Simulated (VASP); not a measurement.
Set up this calculation in VASP 6.6.1, as the native input.

```
Task                   : relaxation of shape and atoms at fixed volume
Functional             : PBEsol
Potentials or basis    : VASP PAW PBE potentials, release 64 (Hf_pv, B)
Cutoff                 : 600 eV
k mesh                 : 18 × 18 × 12
Occupations            : gaussian, width 0.1 eV
Spin                   : no spin polarisation
Dipole correction      : no
Further INCAR settings : ALGO = Normal; EDIFF = 1e-06; IBRION = 2; EDIFFG = -0.01; NSW = 50; ISIF = 4
```

The structure of HfB2 lies in POSCAR:

```
HfB2
1.0
    3.0662838527      0.0000000000      0.0000000000
   -1.5331419264      2.6554797116      0.0000000000
    0.0000000000      0.0000000000      3.3706793761
Hf B
1 2
Direct
    0.0000000000      0.0000000000      0.0000000000
    0.3333333333      0.6666666667      0.5000000000
    0.6666666667      0.3333333333      0.5000000000
```

One way to write it, as run:

INCAR

```
SYSTEM = HfB2
ALGO     = Normal         ! electronic algorithm
EDIFF    = 1E-6           ! SCF threshold, eV
EDIFFG   = -0.01          ! ionic threshold
ENCUT    = 600            ! plane-wave cutoff, eV
GGA      = PS             ! functional
IBRION   = 2              ! ionic algorithm
ISIF     = 4              ! what is computed and relaxed
ISMEAR   = 0              ! smearing method
LASPH    = .TRUE.         ! aspherical terms in the spheres
LCHARG   = .FALSE.        ! write CHGCAR
LREAL    = .FALSE.        ! projectors in reciprocal space
LWAVE    = .FALSE.        ! write WAVECAR
NELM     = 60             ! most SCF steps
NSW      = 50             ! ionic steps
PREC     = Accurate       ! precision mode
SIGMA    = 0.1            ! smearing width, eV
```

KPOINTS

```
k-points
0
G
  18 18 12
  0 0 0
```

Potentials or basis: VASP PAW PBE potentials, release 64 (Hf_pv, B).

Command:

```sh
$ cat potpaw_PBE.64/Hf_pv/POTCAR potpaw_PBE.64/B/POTCAR > POTCAR
$ mpirun -np 1 vasp_std > vasp.out
```

It gave:

The energy gained by relaxing is 0.0 meV/atom, the ionic steps are 2 and the pressure after relaxing is 18.4 GPa. The band gap on the k mesh is zero (bands 8 and 9 overlap by 1.29 eV).

Caveat: the PAW data sets were made with another functional, which shifts forces and pressure a little; spin-orbit coupling is left out, which moves the levels of the heavy elements.

Wall time 3.2 min on 1 thread of AMD EPYC 7R13, on a shared host, peak memory 0.21 GiB.
